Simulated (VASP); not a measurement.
A run of VASP 6.6.1:

The input INCAR:

```
SYSTEM = TiO2
PREC     = Accurate       ! precision mode
ENCUT    = 520            ! plane-wave cutoff, eV
EDIFF    = 1E-6           ! SCF threshold, eV
ISMEAR   = 0              ! smearing method
SIGMA    = 0.05           ! smearing width, eV
LREAL    = .False.        ! projectors in reciprocal space
LASPH    = .True.         ! aspherical terms in the spheres
NELM     = 100            ! most SCF steps
ALGO     = Normal         ! electronic algorithm
ISIF     = 2              ! what is computed and relaxed
LWAVE    = .False.        ! write WAVECAR
LCHARG   = .True.         ! write CHGCAR
GGA      = PE             ! functional
LELF     = .True.         ! ELF
LVHAR    = .True.       
NBANDS   = 60             ! bands
```

Contents of KPOINTS:

```
regular mesh
0
Gamma
  7 7 3
  0 0 0
```

Contents of POSCAR:

```
TiO2
1.0
   -3.7992225376      0.0000000000      0.0000000000
    0.0000000000     -3.7992225376      0.0000000000
    0.0000000000     -0.7598445075      9.6968968543
Ti O
4 8
Direct
    0.0000000000      0.8750000000      0.6250000000
    0.5000000000      0.4750000000      0.1250000000
    0.5000000000     -0.0750000000      0.3750000000
    0.0000000000      0.3250000000      0.8750000000
    0.0000000000     -0.1663013452      0.8315067260
    0.5000000000      0.4336986548      0.3315067260
    0.5000000000     -0.1163013452      0.5815067260
    0.0000000000      0.4836986548      0.0815067260
    0.5000000000     -0.0336986548      0.1684932740
    0.0000000000      0.3663013452      0.6684932740
    0.0000000000     -0.0836986548      0.4184932740
    0.5000000000      0.3163013452      0.9184932740
```

Potentials or basis: VASP PAW PBE potentials, release 64 (Ti_sv, O).

Run with:

```sh
$ cat potpaw_PBE.64/Ti_sv/POTCAR potpaw_PBE.64/O/POTCAR > POTCAR
$ mpirun -np 1 vasp_std > vasp.out
```

Hardware: 1 thread of Intel(R) Xeon(R) 6975P-C (Granite Rapids) (shared host).

How long does it take, and how much memory?

Wall time 5 min on 1 thread of Intel(R) Xeon(R) 6975P-C (Granite Rapids), on a shared host, peak memory 0.39 GiB. Counts: scf iterations 18, k points 44.
